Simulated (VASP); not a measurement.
Wanted: the native input for a VASP 6.6.1 run.

- Task: single point
- Functional: PBE
- Potentials or basis: VASP PAW PBE potentials, release 64 (Pb_d, Se)
- Cutoff: 520 eV
- k mesh: 6 × 6 × 6
- Occupations: gaussian, width 0.01 eV
- Spin: no spin polarisation
- Dipole correction: no
- Further INCAR settings: ALGO = Normal; EDIFF = 1e-07; NBANDS = 17

The structure of PbSe (Clausthalite) lies in POSCAR:

```
PbSe
1.0
    0.0000000000      3.1784814146      3.1784814146
    3.1784814146      0.0000000000      3.1784814146
    3.1784814146      3.1784814146      0.0000000000
Pb Se
1 1
Direct
    0.0000000000      0.0000000000      0.0000000000
    0.5000000000      0.5000000000      0.5000000000
```

One way to write it, as run:

INCAR

```
PREC = Accurate
ENCUT = 520
EDIFF = 1E-7
ISMEAR = 0
SIGMA = 0.01
LREAL = False
LASPH = True
NELM = 80
ALGO = Normal
ISIF = 2
LWAVE = False
LCHARG = True
GGA = PE
LELF = True
LVHAR = True
NBANDS = 17
```

KPOINTS

```
Automatic mesh
0
Gamma
  6 6 6
```

Potentials or basis: VASP PAW PBE potentials, release 64 (Pb_d, Se).

Launch:

```bash
$ cat potpaw_PBE.64/Pb_d/POTCAR potpaw_PBE.64/Se/POTCAR > POTCAR
$ mpirun -np 1 vasp_std > vasp.out
```

Results of the run:

```yaml
Pressure: -2.7 GPa
Band_gap_on_the_k_mesh: 0.61 eV, direct
```

Caveat: spin-orbit coupling is left out, which moves the levels of the heavy elements.

It took 20 s on 1 thread of Intel(R) Xeon(R) Platinum 8488C (Sapphire Rapids), on a shared host, peak memory 0.2 GiB.
